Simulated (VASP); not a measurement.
Crystal: Ga3Se.

```
Se Ga
1.0
     4.51940    0.00000    0.00000
     0.00000    4.51940    0.00000
     0.00000    0.00000    4.51940
Se Ga
1 3
Direct
  0.00000 0.00000 0.00000
  0.50000 0.50000 0.00000
  0.50000 0.00000 0.50000
  0.00000 0.50000 0.50000
```

This cell differs from its parent crystal: volume scaled by 1.06.

Base run:

* Program: VASP 6.6.1
* Functional: PBEsol
* Potentials or basis: VASP PAW PBE potentials, release 64 (Se, Ga_d)
* Cutoff: 520 eV
* k mesh: 6 × 6 × 6
* Occupations: fermi-dirac, width 0.05 eV
* Spin: no spin polarisation

Its results: pressure -5.2 GPa.

Question: After a change of settings the same cell gave: pressure -3.3 GPa. Which change was it?
A. functional from PBEsol to r2SCAN
B. functional from PBEsol to PBE; further incar settings from ALGO = Normal; EDIFF = 1e-06; NBANDS = 30 to ALGO = Normal; EDIFF = 1e-07; NBANDS = 30
C. functional from PBEsol to LDA; potentials or basis from VASP PAW PBE potentials, release 64 (Se, Ga_d) to VASP PAW LDA potentials, release 64 (Se, Ga_d)

Answer: A.

Caveats: the PAW data sets were made with another functional, which shifts forces and pressure a little.
